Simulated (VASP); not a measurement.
Here is a VASP 6.6.1 calculation.

The input POSCAR:

```
KSrBr3
1.0
    5.9380459376      0.0000000000      0.0000000000
    0.0000000000      5.9380459376      0.0000000000
    0.0000000000      0.0000000000      5.9380459376
K Sr Br
1 1 3
Direct
    0.0000000000      0.0000000000      0.0000000000
    0.5000000000      0.5000000000      0.5000000000
    0.5000000000      0.5000000000      0.0000000000
    0.5000000000      0.0000000000      0.5000000000
    0.0000000000      0.5000000000      0.5000000000
```

INCAR.step1

```
SYSTEM = KSrBr3
PREC = Accurate
ENCUT = 520
ISMEAR = 0
SIGMA = 0.01
LREAL = .False.
LASPH = .True.
NELM = 100
NBANDS = 28
GGA = PE
ALGO = Normal
EDIFF = 1E-4
LWAVE = .True.
LCHARG = .False.
```

Contents of INCAR.step2:

```
SYSTEM = KSrBr3
PREC = Accurate
ENCUT = 520
EDIFF = 1E-6
ISMEAR = 0
SIGMA = 0.01
LREAL = .False.
LASPH = .True.
NELM = 100
ALGO = Normal
ISIF = 2
LWAVE = .False.
LCHARG = .False.
METAGGA = R2SCAN
LMIXTAU = .True.
NBANDS = 28
ISTART = 1
```

The input KPOINTS:

```
Automatic mesh
0
Gamma
  4 4 4
  0 0 0
```

Potentials or basis: VASP PAW PBE potentials, release 64 (K_sv, Sr_sv, Br).

Launch:

```bash
$ cat potpaw_PBE.64/K_sv/POTCAR potpaw_PBE.64/Sr_sv/POTCAR potpaw_PBE.64/Br/POTCAR > POTCAR
$ cp INCAR.step1 INCAR
$ mpirun -np 1 vasp_std > vasp.out
$ cp INCAR.step2 INCAR
$ mpirun -np 1 vasp_std > vasp.out
```

Problem. Predict the band gap on the k mesh.

Solution. 4.44 eV, indirect (least direct gap 4.69 eV).

Problem. Predict the pressure.

Solution. 0.0 GPa.

Caveat: the PAW data sets were made with another functional, which shifts forces and pressure a little. A k mesh can miss the band edges.
